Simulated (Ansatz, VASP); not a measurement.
**Two plane-wave programs on LaHfO**

```xyz
3
Lattice="3.7196 0.0000 0.0000 0.0000 3.7196 0.0000 0.0000 0.0000 4.3003" Properties=species:S:1:pos:R:3 pbc="T T T"
La    1.8598    1.8598    2.1501
Hf    0.0000    0.0000    0.0000
O     0.0000    0.0000    2.1501
```

Alike in both runs: functional PBE; k mesh 10 × 10 × 8; occupations gaussian, width 0.1 eV; no spin polarisation.

Ansatz relaxed the structure, and its values are those at the end. VASP's run is a single point on that final structure, the one shown.

|  | VASP | Ansatz |
| --- | --- | --- |
| version | VASP 6.6.1 | Ansatz 0.2.0 |
| potentials or method | VASP PAW PBE potentials, release 64 (La, Hf_pv, O), cutoff 520 eV | scalar-relativistic, plane waves, PAW |
| valence electrons in the cell | 27 | 43 |

Ansatz gave:

```
gap on the k mesh at the Fermi level (eV) : none
pressure (GPa)                            : 0.0
```

Question: Which values does VASP return?

Answer: gap on the k mesh at the Fermi level (eV): none; pressure (GPa): -0.7.

A gap of «none» marks a metal or a gap that the smearing closes. VASP's potentials hold 27 valence electrons a cell and Ansatz's 43, so a difference there can come from the potentials and not from the codes.

Spin-orbit coupling is off throughout.
